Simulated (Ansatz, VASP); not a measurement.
## Cd2TeO3: VASP beside Ansatz

Contents of INCAR:

```
  PREC = Accurate
  ENCUT = 600
  EDIFF = 1E-7
  ISMEAR = 0
  SIGMA = 0.1
  LREAL = F
  LASPH = T
  NELM = 60
  ALGO = Normal
  ISIF = 3
  LWAVE = F
  LCHARG = F
  GGA = PE
  IBRION = 2
  NSW = 90
  EDIFFG = -0.04
```

File KPOINTS:

```
Automatic mesh
0
Gamma
  3 3 6
```

File POSCAR:

```
Cd2TeO3
1.0
    5.9466101000      0.0000000000      0.0000000000
   -2.9733050500      5.1499154100      0.0000000000
    0.0000000000      0.0000000000      3.4215706500
Cd Te O
2 1 3
Direct
    0.3333333300      0.6666666700      0.5000000000
    0.6666666700      0.3333333300      0.5000000000
    0.0000000000      0.0000000000      0.5000000000
    0.0000000000      0.5000000000      0.0000000000
    0.5000000000      0.0000000000      0.0000000000
    0.5000000000      0.5000000000      0.0000000000
```

Input for Ansatz:

```yaml
crystal:
  lattice:
    - [5.9466101, 0.0, 0.0]
    - [-2.97330505, 5.14991541, 0.0]
    - [0.0, 0.0, 3.42157065]
  atoms:
    - { symbol: Cd, position: [0.33333333, 0.66666667, 0.5] }
    - { symbol: Cd, position: [0.66666667, 0.33333333, 0.5] }
    - { symbol: Te, position: [0.0, 0.0, 0.5] }
    - { symbol: O, position: [0.0, 0.5, 0.0] }
    - { symbol: O, position: [0.5, 0.0, 0.0] }
    - { symbol: O, position: [0.5, 0.5, 0.0] }
basis:
  ecutwfc: 420
kpoints:
  mp_grid: { grid: [3, 3, 6] }
hamiltonian:
  xc: pbe
scf:
  occupations: { method: gaussian, width: 0.1 }
  lower_state_search: "off"
output:
  forces: true
  stress: true
  eigenvalues: true
relax:
  adjacent_minimum: "off"
  f_tol: 0.04
  max_steps: 70
  cell: { stress_tol: 0.4 }
```

Change from the starting cell: species swapped into the SmB2Ir3 type (P6/mmm, No. 191).

Alike in both runs: task relaxation of cell and atoms; functional PBE; k mesh 3 × 3 × 6; occupations gaussian, width 0.1 eV; no spin polarisation.

```csv
,VASP,Ansatz
version,VASP 6.6.1,Ansatz 0.2.0
potentials or method,"VASP PAW PBE potentials, release 64 (Cd, Te, O), cutoff 600 eV","scalar-relativistic, plane waves, PAW"
valence electrons in the cell,48,74
```

VASP gave:

| Property | Result |
| --- | --- |
| gap on the k mesh at the Fermi level, each at its own relaxed structure (eV) | none |
| relaxed volume (Å³/atom) | 15.90 |
| relaxed cell length with the largest relative difference (Å) | 2.995 |

**Question.** Estimate Ansatz's values.

**Answer.** gap on the k mesh at the Fermi level, each at its own relaxed structure (eV): none; relaxed volume (Å³/atom): 15.74; relaxed cell length with the largest relative difference (Å): 2.982.

A gap of «none» marks a metal or a gap that the smearing closes. VASP's potentials hold 48 valence electrons a cell and Ansatz's 74, so a difference there can come from the potentials and not from the codes.

The k mesh is coarse, so the values compare programs but aren't converged. Spin-orbit coupling is off throughout.
